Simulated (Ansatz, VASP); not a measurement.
## Ta in VASP and in Ansatz

```
CELL_PARAMETERS angstrom
2.69036 0.00000 0.00000
0.00000 2.69036 0.00000
0.00000 0.00000 27.46172
ATOMIC_POSITIONS crystal
Ta 0.00000 0.50000 0.31577
Ta 0.50000 0.00000 0.23044
```

Alike in both runs: functional PBE; k mesh 6 × 6 × 1; occupations gaussian, width 0.1 eV; no spin polarisation.

Ansatz relaxed the structure, and its values are those at the end. VASP's run is a single point on that final structure, the one shown.

|  | VASP | Ansatz |
| --- | --- | --- |
| version | VASP 6.6.1 | Ansatz 0.2.0 |
| potentials or method | VASP PAW PBE potentials, release 64 (Ta_pv), cutoff 520 eV | scalar-relativistic, plane waves, PAW |
| valence electrons in the cell | 22 | 26 |

|  | VASP | Ansatz | Ansatz less VASP |
| --- | --- | --- | --- |
| gap on the k mesh at the Fermi level (eV) | none | none | - |
| rms of the force components (eV/Å) | 0.001 | 0.004 | +0.0024 |

A gap of «none» marks a metal or a gap that the smearing closes. With one functional, cell and mesh, what is left measures potentials, basis and numerics. VASP's potentials hold 22 valence electrons a cell and Ansatz's 26, so a difference there can come from the potentials and not from the codes. Ansatz's warnings: slab cell height set.

The k mesh is coarse, so the values compare programs but aren't converged. Spin-orbit coupling is off throughout.
